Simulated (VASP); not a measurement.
Input of a VASP 6.6.1 run:

INCAR

```
SYSTEM = ZnS
PREC = Accurate
ENCUT = 520
EDIFF = 1E-6
ISMEAR = 0
SIGMA = 0.05
LREAL = .False.
LASPH = .True.
NELM = 100
ALGO = Normal
ISIF = 2
LWAVE = .False.
LCHARG = .False.
GGA = PS
NBANDS = 26
```

File KPOINTS:

```
regular mesh
0
Gamma
  9 9 6
  0 0 0
```

POSCAR

```
ZnS
1.0
    3.8109987816     -0.0381099878      0.0000000000
   -1.9385036084      3.3194767525      0.0000000000
    0.0000000000      0.0000000000      6.2340000000
Zn S
2 2
Direct
    0.3333333333      0.6666666667      0.0000000000
    0.6666666667      0.3333333333      0.5000000000
    0.3333333333      0.6666666667      0.3850000000
    0.6666666667      0.3333333333      0.8850000000
```

Potentials or basis: VASP PAW PBE potentials, release 64 (Zn, S).

Run with:

```console
$ cat potpaw_PBE.64/Zn/POTCAR potpaw_PBE.64/S/POTCAR > POTCAR
$ mpirun -np 1 vasp_std > vasp.out
```

(1) Estimate the band gap on the k mesh.

(2) Predict the largest force.

(3) Predict the pressure.

## Answers

(1) 2.09 eV, direct.

(2) 0.341 eV/Å.

(3) -1.1 GPa.

Caveat: the cell differs from its parent crystal (strain -0.0200 x Voigt [0, 0, 0, 0, 0, 1]); the PAW data sets were made with another functional, which shifts forces and pressure a little.
